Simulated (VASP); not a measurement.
A run of VASP 6.6.1 is set up as follows.

INCAR

```
  ALGO = Normal
  EDIFF = 1E-6
  ENCUT = 520
  GGA = PE
  ISIF = 2
  ISMEAR = -1
  LASPH = T
  LCHARG = F
  LREAL = F
  LWAVE = F
  NBANDS = 19
  NELM = 100
  PREC = Accurate
  SIGMA = 0.1
```

The input KPOINTS:

```
k-points
0
Gamma
  19 19 19
```

POSCAR

```
Cd
1.0
   -2.1206401055      2.1206401055      1.1091522491
    2.1206401055     -2.1206401055      1.1091522491
    2.1206401055      2.1206401055     -1.1091522491
Cd
2
Direct
   -0.3750000000     -0.1250000000     -0.2500000000
    0.3750000000      0.1250000000      0.2500000000
```

Potentials or basis: VASP PAW PBE potentials, release 64 (Cd).

Launch:

```bash
$ cat potpaw_PBE.64/Cd/POTCAR > POTCAR
$ mpirun -np 1 vasp_std > vasp.out
```

Q: Predict the band gap on the k mesh.

A: Zero (bands 12 and 13 overlap by 7.17 eV).

Q: Estimate the pressure.

A: 442.5 GPa.

Stress tensor (GPa, compression positive):
```
442.08   0.00   0.00
  0.00 442.08   0.00
  0.00   0.00 443.31
```

Caveat: the cell stands under pressure.
